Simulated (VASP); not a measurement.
A run of VASP 6.6.1 is set up as follows.

The input INCAR:

```
  PREC = Accurate
  ENCUT = 600
  EDIFF = 1E-6
  ISMEAR = 0
  SIGMA = 0.1
  LREAL = False
  LASPH = True
  NELM = 120
  ALGO = Normal
  ISIF = 2
  LWAVE = False
  LCHARG = False
  GGA = PE
  NBANDS = 30
  GGA_COMPAT = False
```

Contents of KPOINTS:

```
Automatic mesh
0
Gamma
  6 6 2
```

The input POSCAR:

```
Ge2Sb2O
1.0
    3.0310803226      0.0000000000      0.0000000000
    0.0000000000      3.0310803226      0.0000000000
    0.0000000000      0.0000000000     11.7020448788
Ge Sb O
2 2 1
Direct
    0.5000000000      0.5000000000      0.5000000000
    0.5000000000      0.5000000000      0.0000000000
    0.5000000000      0.5000000000      0.7531950131
    0.5000000000      0.5000000000      0.2468049869
    0.0000000000      0.0000000000      0.0000000000
```

Potentials or basis: VASP PAW PBE potentials, release 64 (Ge_d, Sb, O).

The run is started by

```bash
$ cat potpaw_PBE.64/Ge_d/POTCAR potpaw_PBE.64/Sb/POTCAR potpaw_PBE.64/O/POTCAR > POTCAR
$ mpirun -np 1 vasp_std > vasp.out
```

Task: Predict the largest force.

Result: 0.007 eV/Å.

Task: What does it give for the pressure?

Result: 0.0 GPa.

Task: Predict the band gap on the k mesh.

Result: Zero (bands 22 and 23 overlap by 5.33 eV).

Forces on the atoms (eV/Å):
```
Ge   0.000  0.000  0.000
Ge   0.000  0.000  0.000
Sb   0.000  0.000  0.007
Sb   0.000  0.000 -0.007
O    0.000  0.000  0.000
```

Caveat: spin-orbit coupling is left out, which moves the levels of the heavy elements.
